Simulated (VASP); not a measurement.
# SnH5 (P6/mmm) in VASP: further runs

The runs below take SnH5 through single point, with PBE.

Everything below comes from runs of VASP 6.6.1. Logs are shortened: lines on timing, memory, paths and dates and some standing lists are left out, and cuts for length are marked.

## (1) The cell of the first run

It takes space group P6/mmm (No. 191, hexagonal). The conventional cell has a = 3.624 Å, b = 3.624 Å, c = 3.875 Å, α = 90.00°, β = 90.00°, γ = 120.00°. Sn (site symmetry 6/mmm) has 18 H at 2.09 to 2.65 Å within 2.8 Å. H (site symmetry -6m2) has 9 H at 2.09 to 2.20 Å and 3 Sn at 2.09 Å within 2.8 Å. H (site symmetry mmm) has 8 H at 1.81 to 2.20 Å within 2.4 Å.

## (2) Single point, PBE

Contents of INCAR:

```
PREC     = Accurate       # precision mode
ENCUT    = 520            # plane-wave cutoff, eV
EDIFF    = 1E-6           # SCF threshold, eV
ISMEAR   = 0              # smearing method
SIGMA    = 0.1            # smearing width, eV
LREAL    = False          # projectors in reciprocal space
LASPH    = True           # aspherical terms in the spheres
NELM     = 80             # most SCF steps
ALGO     = Normal         # electronic algorithm
ISIF     = 2              # what is computed and relaxed
LWAVE    = False          # write WAVECAR
LCHARG   = False          # write CHGCAR
GGA      = PE             # functional
NBANDS   = 18             # bands
```

Contents of KPOINTS:

```
regular mesh
0
Gamma
  6 6 4
```

Contents of POSCAR:

```
SnH5
1.0
    3.6239136907     -0.0000000023      0.0000000000
   -1.8119568434      3.1384013184      0.0000000000
    0.0000000000      0.0000000000      3.8754162744
Sn H
1 5
Direct
    0.0000000000      0.0000000000      0.0000000000
    0.3333333333      0.6666666667      0.0000000000
    0.6666666667      0.3333333333      0.0000000000
    0.5000000000      0.0000000000      0.5000000000
    0.5000000000      0.5000000000      0.5000000000
    0.0000000000      0.5000000000      0.5000000000
```

Potentials or basis: VASP PAW PBE potentials, release 64 (Sn_d, H).

Started as:

```
cat potpaw_PBE.64/Sn_d/POTCAR potpaw_PBE.64/H/POTCAR > POTCAR
mpirun -np 1 vasp_std > vasp.out
```

OUTCAR:

```text
PREC = Accurate
   ENCUT = 520
   EDIFF = 1E-6
   ISMEAR = 0
   LREAL = False
   LASPH = True
   NELM = 80
   ISIF = 2
   GGA = PE

 ion  position               nearest neighbor table
   1  0.000  0.000  0.000-   2 2.09   3 2.09   3 2.09   2 2.09   3 2.09   2 2.09
   2  0.333  0.667  0.000-   1 2.09   1 2.09   1 2.09
   3  0.667  0.333  0.000-   1 2.09   1 2.09   1 2.09
   4  0.500  0.000  0.500-
   5  0.500  0.500  0.500-
   6  0.000  0.500  0.500-

  LATTYP: Found a hexagonal cell.
 ALAT       =     3.6239136907
 C/A-ratio  =     1.0694008205

  Lattice vectors:

 A1 = (   3.6239136907,  -0.0000000023,   0.0000000000)
 A2 = (  -1.8119568434,   3.1384013184,   0.0000000000)
 A3 = (   0.0000000000,   0.0000000000,   3.8754162744)

Analysis of symmetry for initial positions (statically):
=====================================================================
 Subroutine PRICEL returns:
 Original cell was already a primitive cell.

 Routine SETGRP: Setting up the symmetry group for a
 hexagonal supercell.

 Subroutine GETGRP returns: Found 24 space group operations
 (whereof 24 operations were pure point group operations)
 out of a pool of 24 trial point group operations.

The static configuration has the point symmetry D_6h.

Analysis of symmetry for dynamics (positions and initial velocities):
=====================================================================
 Subroutine PRICEL returns:
 Original cell was already a primitive cell.

 Routine SETGRP: Setting up the symmetry group for a
 hexagonal supercell.

 Subroutine GETGRP returns: Found 24 space group operations
 (whereof 24 operations were pure point group operations)
 out of a pool of 24 trial point group operations.

The dynamic configuration has the point symmetry D_6h.

 Subroutine INISYM returns: Found 24 space group operations
 (whereof 24 operations are pure point group operations),
 and found     1 'primitive' translations

----------------------------------------------------------------------------------------

                                     Primitive cell

  volume of cell :      44.0763

  direct lattice vectors                    reciprocal lattice vectors
     3.623913691 -0.000000002  0.000000000     0.275944762  0.159316782  0.000000000
    -1.811956843  3.138401318  0.000000000     0.000000000  0.318633565  0.000000000
     0.000000000  0.000000000  3.875416274     0.000000000  0.000000000  0.258036796

  length of vectors
     3.623913691  3.623913691  3.875416274     0.318633565  0.318633565  0.258036796

  position of ions in fractional coordinates (direct lattice)
     0.000000000  0.000000000  0.000000000
     0.333333333  0.666666667  0.000000000
     0.666666667  0.333333333  0.000000000
     0.500000000  1.000000000  0.500000000
     0.500000000  0.500000000  0.500000000
     0.000000000  0.500000000  0.500000000

  ion indices of the primitive-cell ions
   primitive index   ion index
                 1           1
                 2           2
                 3           3
                 4           4
                 5           5
                 6           6

----------------------------------------------------------------------------------------

 KPOINTS: regular mesh

Automatic generation of k-mesh.
 Grid dimensions read from file:
 generate k-points for:    6    6    4

 Generating k-lattice:

  Cartesian coordinates                     Fractional coordinates (reciprocal lattice)
     0.045990794  0.026552797  0.000000000     0.166666667  0.000000000  0.000000000
     0.000000000  0.053105594  0.000000000    -0.000000000  0.166666667  0.000000000
     0.000000000  0.000000000  0.064509199     0.000000000  0.000000000  0.250000000

  Length of vectors
     0.053105594  0.053105594  0.064509199

  Shift w.r.t. Gamma in fractional coordinates (k-lattice)
     0.000000000  0.000000000  0.000000000

 Subroutine IBZKPT returns following result:
 ===========================================

 Found     21 irreducible k-points:

 Following reciprocal coordinates:
            Coordinates               Weight
  0.000000  0.000000  0.000000      1.000000
  0.166667  0.000000  0.000000      6.000000
  0.333333  0.000000  0.000000      6.000000
  0.500000  0.000000  0.000000      3.000000
  0.166667  0.166667  0.000000      6.000000
  0.333333  0.166667  0.000000     12.000000
[... 13 lines left out ...]
  0.333333  0.166667  0.500000     12.000000
  0.333333  0.333333  0.500000      2.000000
   k-points           NKPTS =     21   k-points in BZ     NKDIM =     21   number of bands    NBANDS=     18
   number of dos      NEDOS =    301   number of ions     NIONS =      6
   total plane-waves  NPLWV =  23520
   dimension x,y,z NGX =    28 NGY =   28 NGZ =   30
   dimension x,y,z NGXF=    56 NGYF=   56 NGZF=   60
   ions per type =               1   5
   NGX,Y,Z   is equivalent  to a cutoff of  12.84, 12.84, 12.87 a.u.
   NGXF,Y,Z  is equivalent  to a cutoff of  25.69, 25.69, 25.74 a.u.
 SYSTEM =  unknown system
   PREC   = accura    normal or accurate (medium, high low for compatibility)
   ISTART =      0    job   : 0-new  1-cont  2-samecut
   ICHARG =      2    charge: 1-file 2-atom 10-const
   ISPIN  =      1    spin polarized calculation?
   LNONCOLLINEAR =      F non collinear calculations
   LSORBIT =      F    spin-orbit coupling
   LASPH  =      T    aspherical Exc in radial PAW
   ENCUT  =  520.0 eV  38.22 Ry    6.18 a.u.   6.74  6.74  7.21*2*pi/ulx,y,z
   NELM   =     80;   NELMIN=  2; NELMDL= -5     # of ELM steps
   EDIFF  = 0.1E-05   stopping-criterion for ELM
   LREAL  =      F    real-space projection
[... 7 lines left out ...]
   TEBEG  =    0.0;   TEEND  =   0.0 temperature during run
   PSTRESS=    0.0 pullay stress
   NELECT =      19.0000    total number of electrons
   NUPDOWN=      -1.0000    fix difference up-down
   EMIN   =  10.00;   EMAX   =-10.00  energy-range for DOS
   EFERMI =   0.00;   METHOD = LEGACY
   ISMEAR =     0;   SIGMA  =   0.10  broadening in eV -4-tet -1-fermi 0-gaus
   EFERMI_NEDOS =   21; number of points for ismear=-14 and -15
   IALGO  =     38    algorithm
   IMIX   =      4    mixing-type and parameters
     AMIX     =   0.40;   BMIX     =  1.00
     AMIX_MAG =   1.60;   BMIX_MAG =  1.00
  volume/ion in A,a.u.               =       7.35        49.57
  Fermi-wavevector in a.u.,A,eV,Ry     =   1.236681  2.336989 20.808488  1.529381
  Thomas-Fermi vector in A             =   2.371280
   LORBIT       =      0    0 simple, 1 ext, 2 COOP (PROOUT), +10 PAW based schemes
   GGA     = PE    functional components
   LHFCALC =     F    Hartree Fock is set to
   AEXX    =    0.0000 exact exchange contribution
   IVDW    =     0    specifies the selected vdW correction
   LEPSILON=     F    determine dielectric tensor
   LRPA    =     F    only Hartree local field effects (RPA)
 non-spin polarized calculation
 Gauss-broadening in eV      SIGMA  =   0.10
  energy-cutoff  :      520.00
  volume of cell :       44.08
 maximum number of plane-waves:      1203
 NGX is ok and might be reduce to    28
   NGX = 13   NGY = 13   NGZ = 15

 number of electron      18.9999997 magnetization

 Free energy of the ion-electron system (eV)
  ---------------------------------------------------
  ext. energy  EPLUGINS =         0.00000000
  ---------------------------------------------------
  free energy    TOTEN  =       -14.67892158 eV

  energy without entropy =      -14.67620136  energy(sigma->0) =      -14.67756147

 E-fermi :   5.3773     XC(G=0): -10.4312

 val. band max:        5.3653029259   @ k =   0.5000   0.0000   0.5000
 cond. band min:       5.4720563286   @ k =   0.0000   0.0000   0.2500
 fundamental gap:      0.1067534026
 Fermi energy:         5.3772853134

 k-point     1 :       0.0000    0.0000    0.0000
  band No.  band energies     occupation
      1     -16.3468      2.00000
      2     -16.2006      2.00000
      3     -16.2006      2.00000
      4     -16.1962      2.00000
      5     -16.1962      2.00000
      6      -7.1373      2.00000
[... 10 lines left out ...]
     17      17.9151      0.00000
     18      19.5811      0.00000

 k-point     2 :       0.1667    0.0000    0.0000
  band No.  band energies     occupation
      1     -16.3297      2.00000
      2     -16.2093      2.00000
      3     -16.2054      2.00000
      4     -16.2026      2.00000
      5     -16.1751      2.00000
      6      -6.7072      2.00000
[... 10 lines left out ...]
     17      16.9156      0.00000
     18      18.0756      0.00000

 k-point     3 :       0.3333    0.0000    0.0000
  band No.  band energies     occupation
      1     -16.3067      2.00000
      2     -16.2266      2.00000
      3     -16.2138      2.00000
      4     -16.2068      2.00000
      5     -16.1328      2.00000
      6      -5.4049      2.00000
[... 10 lines left out ...]
     17      17.6792      0.00000
     18      17.9924      0.00000

 k-point     4 :       0.5000    0.0000    0.0000
  band No.  band energies     occupation
      1     -16.3044      2.00000
      2     -16.2353      2.00000
      3     -16.2095      2.00000
      4     -16.2088      2.00000
      5     -16.1114      2.00000
      6      -3.3850      2.00000
[... 312 lines left out ...]
      4     -16.2118      2.00000
      5     -16.1455      2.00000
      6      -4.2825      2.00000
[... 10 lines left out ...]
     17      18.5764      0.00000
     18      19.9939      0.00000

 k-point    20 :       0.3333    0.1667    0.5000
  band No.  band energies     occupation
      1     -16.2568      2.00000
      2     -16.2501      2.00000
      3     -16.2270      2.00000
      4     -16.1977      2.00000
      5     -16.1302      2.00000
      6      -2.5347      2.00000
[... 10 lines left out ...]
     17      19.8486      0.00000
     18      21.0275      0.00000

 k-point    21 :       0.3333    0.3333    0.5000
  band No.  band energies     occupation
      1     -16.2420      2.00000
      2     -16.2420      2.00000
      3     -16.2282      2.00000
      4     -16.1717      2.00000
      5     -16.1717      2.00000
      6      -0.3974      2.00000
[... 10 lines left out ...]
     17      19.8343      0.00000
     18      20.7841      0.00000

------------------------ aborting loop because EDIFF is reached ----------------------------------------

  FORCE on cell =-STRESS in cart. coord.  units (eV):
  Direction    XX          YY          ZZ          XY          YZ          ZX
  --------------------------------------------------------------------------------------
  -------------------------------------------------------------------------------------
  Total       -0.0855680     -0.0855680     -0.0413418      0.0000000      0.0000000      0.0000000
  in kB       -3.1104073     -3.1104073     -1.5027811      0.0000000      0.0000000      0.0000000
  external PRESSURE =      -2.5745319 kB  Pullay stress =       0.0000000 kB

 VOLUME and BASIS-vectors are now :
 -----------------------------------------------------------------------------
  energy-cutoff  :      520.00
  volume of cell :       44.08
      direct lattice vectors                 reciprocal lattice vectors
     3.623913691 -0.000000002  0.000000000     0.275944762  0.159316782  0.000000000
    -1.811956843  3.138401318  0.000000000     0.000000000  0.318633565  0.000000000
     0.000000000  0.000000000  3.875416274     0.000000000  0.000000000  0.258036796

 POSITION                                       TOTAL-FORCE (eV/Angst)
 -----------------------------------------------------------------------------------
      0.00000      0.00000      0.00000        -0.000000      0.000000     -0.000000
      0.00000      2.09227      0.00000        -0.000000     -0.000000     -0.000000
      1.81196      1.04613      0.00000         0.000000      0.000000      0.000000
      1.81196     -0.00000      1.93771        -0.000000      0.000000     -0.000000
      0.90598      1.56920      1.93771        -0.000000      0.000000     -0.000000
     -0.90598      1.56920      1.93771        -0.000000      0.000000     -0.000000
 -----------------------------------------------------------------------------------
    total drift:                               -0.000000      0.000000     -0.000000

  FREE ENERGIE OF THE ION-ELECTRON SYSTEM (eV)
  ---------------------------------------------------
  free  energy   TOTEN  =       -14.6789215761 eV

  energy  without entropy=      -14.6762013616  energy(sigma->0) =      -14.67756147
```

Wall time 8.9 s (1 thread of AMD EPYC 9R45 (Zen 5), shared host); peak memory 0.13 GiB.

Results:

```yaml
Free_energy: -14.6789 eV
Pressure: -0.3 GPa
```

Caveat: the k points lie up to 0.41 Å⁻¹ apart; spin-orbit coupling is left out, which moves the levels of the heavy elements.

## (3) Single point, PBE

This run uses another cell than the first one, of 11.52 Å³/atom, 1.569 times its volume.

Contents of INCAR:

```
PREC = Accurate ; ENCUT = 520
EDIFF = 1E-7 ; ISMEAR = 0
SIGMA = 0.1 ; LREAL = F
LASPH = T ; NELM = 80
ALGO = Normal ; ISIF = 2
LWAVE = F ; LCHARG = F
GGA = PE ; NBANDS = 18
```

KPOINTS is that of step 2.

Contents of POSCAR:

```
SnH5
1.0
    4.5695095100      0.0000000000      0.0000000000
   -2.2847547500      3.9573113200      0.0000000000
    0.0000000000      0.0000000000      3.8234669800
Sn H
1 5
Direct
    0.0000000000      0.0000000000      0.0000000000
    0.3333333300      0.6666666700      0.0000000000
    0.6666666700      0.3333333300      0.0000000000
    0.5000000000      0.0000000000      0.5000000000
    0.5000000000      0.5000000000      0.5000000000
    0.0000000000      0.5000000000      0.5000000000
```

Potentials or basis: VASP PAW PBE potentials, release 64 (Sn_d, H).

Started as:

```
cat potpaw_PBE.64/Sn_d/POTCAR potpaw_PBE.64/H/POTCAR > POTCAR
mpirun -np 1 vasp_std > vasp.out
```

Run time: 15 s. Hardware: 1 thread of AMD EPYC 9R45 (Zen 5), shared host; peak memory 0.15 GiB.

Results (log left out):

| Property | Result |
| --- | --- |
| Free energy | -12.5466 eV |
| Pressure | -13.3 GPa |

Stress tensor (GPa, compression positive):
```
-14.56   0.00   0.00
  0.00 -14.56   0.00
  0.00   0.00 -10.72
```

Levels at points of the mesh, in eV from the Fermi level:
| k point | band 6 | band 7 | band 8 | band 9 | band 10 | band 11 | band 12 | band 13 |
| --- | --- | --- | --- | --- | --- | --- | --- | --- |
| (0.00, 0.00, 0.00) | -8.73 | -1.59 | -0.15 | 0.28 | 0.28 | 0.51 | 1.66 | 1.66 |
| (0.50, 0.00, 0.00) | -6.95 | -5.74 | -2.16 | -1.18 | 0.99 | 1.59 | 3.88 | 4.05 |
| (0.00, 0.00, 0.50) | -7.04 | -5.21 | 0.30 | 0.50 | 0.80 | 0.80 | 2.81 | 2.82 |
| (0.50, 0.00, 0.50) | -5.55 | -3.65 | -3.14 | -2.87 | -0.62 | 0.39 | 1.53 | 1.77 |

Caveat: the k points lie up to 0.41 Å⁻¹ apart; spin-orbit coupling is left out, which moves the levels of the heavy elements.
